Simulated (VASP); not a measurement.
Write the native input for VASP 6.6.1 that does the following.

| Quantity | Value |
| --- | --- |
| Task | relaxation of cell and atoms |
| Functional | PBEsol |
| Dispersion | D4 |
| Potentials or basis | VASP PAW PBE potentials, release 64 (C) |
| Cutoff | 600 eV |
| k mesh | 13 × 13 × 13 |
| Occupations | tetrahedron |
| Spin | no spin polarisation |
| Dipole correction | no |
| Further INCAR settings | ALGO = Normal; EDIFF = 1e-06; IBRION = 2; EDIFFG = -0.005; NSW = 80; ISIF = 3 |

The structure of C lies in POSCAR:

```
C
1.0
    0.0000000000      1.7833700000      1.7833700000
    1.7833700000      0.0000000000      1.7833700000
    1.7833700000      1.7833700000      0.0000000000
C
2
Direct
    0.2500000000      0.2500000000      0.2500000000
    0.0000000000      0.0000000000      0.0000000000
```

The input as run:

INCAR

```
SYSTEM = C
PREC = Accurate ; ENCUT = 600
EDIFF = 1E-6 ; ISMEAR = -5
SIGMA = 0.05 ; LREAL = .False.
LASPH = .True. ; NELM = 100
ALGO = Normal ; ISIF = 3
LWAVE = .False. ; LCHARG = .False.
GGA = PS ; IVDW = 13
IBRION = 2 ; NSW = 80
EDIFFG = -0.005
```

KPOINTS

```
regular mesh
0
Gamma
  13 13 13
  0 0 0
```

Potentials or basis: VASP PAW PBE potentials, release 64 (C).

Command:

```sh
$ cat potpaw_PBE.64/C/POTCAR > POTCAR
$ mpirun -np 1 vasp_std > vasp.out
```

It gave:

The relaxed volume is 5.58 Å³/atom, the relaxed cell is a = 2.508 Å, b = 2.508 Å, c = 2.508 Å, α = 60.00°, β = 60.00°, γ = 60.00° and the space group after relaxing (to 0.05 Å) is Fd-3m (No. 227). The energy gained by relaxing is 2.2 meV/atom and the ionic steps are 3. The pressure after relaxing is 0.0 GPa and the band gap on the k mesh is 4.05 eV, indirect (least direct gap 5.59 eV). The dispersion energy per atom is -0.121 eV.

Caveat: the PAW data sets were made with another functional, which shifts forces and pressure a little.

Run time: 23 s on 1 thread of Intel Xeon 6975P-C, on a shared host, peak memory 0.12 GiB.
